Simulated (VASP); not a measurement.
Runs of VASP 6.6.1 on GeF5. The structure is that of space group P6/mmm (No. 191), or close to it. The cells are those of the table. The cell was built from a structure type or drawn by symmetry, and may not be a known phase.

```tsv
task	cell	k mesh	cutoff (eV)	gap on the mesh (eV)	pressure (GPa)
single point	a = 6.389, b = 6.389, c = 3.048 Å, angles 90.0, 90.0, 120.0°, 6 atoms	3 × 3 × 6	520	none	(a)
single point	a = 4.409, b = 4.409, c = 4.720 Å, angles 90.0, 90.0, 120.0°, 6 atoms	6 × 6 × 4	520	none	141.3
relaxation of cell and atoms	relaxed from a = 6.363, b = 6.363, c = 2.772 Å, angles 90.0, 90.0, 120.0°, 6 atoms	3 × 3 × 6	600	none	-0.1
single point	a = 6.363, b = 6.363, c = 2.772 Å, angles 90.0, 90.0, 120.0°, 6 atoms	6 × 6 × 4	520	none	-0.3
single point	a = 6.382, b = 6.382, c = 2.991 Å, angles 90.0, 90.0, 120.0°, 6 atoms	6 × 6 × 12	520	none	-0.3
```

Alike in all rows: level PBE; potentials or basis VASP PAW PBE potentials, release 64 (Ge_d, F); no spin polarisation; smearing gaussian 0.1 eV.

Q: Estimate the missing entries.

A: (a) -0.2.

Caveats: some runs use coarse meshes; an odd number of electrons without spin polarisation forces a metal; a magnetic or distorted state may lie lower; the cell stands under pressure (at least some runs).

A k mesh can miss the band edges, and the runs leave out spin-orbit coupling on Ge.

A gap of «none» marks levels without a gap at the run's occupations.
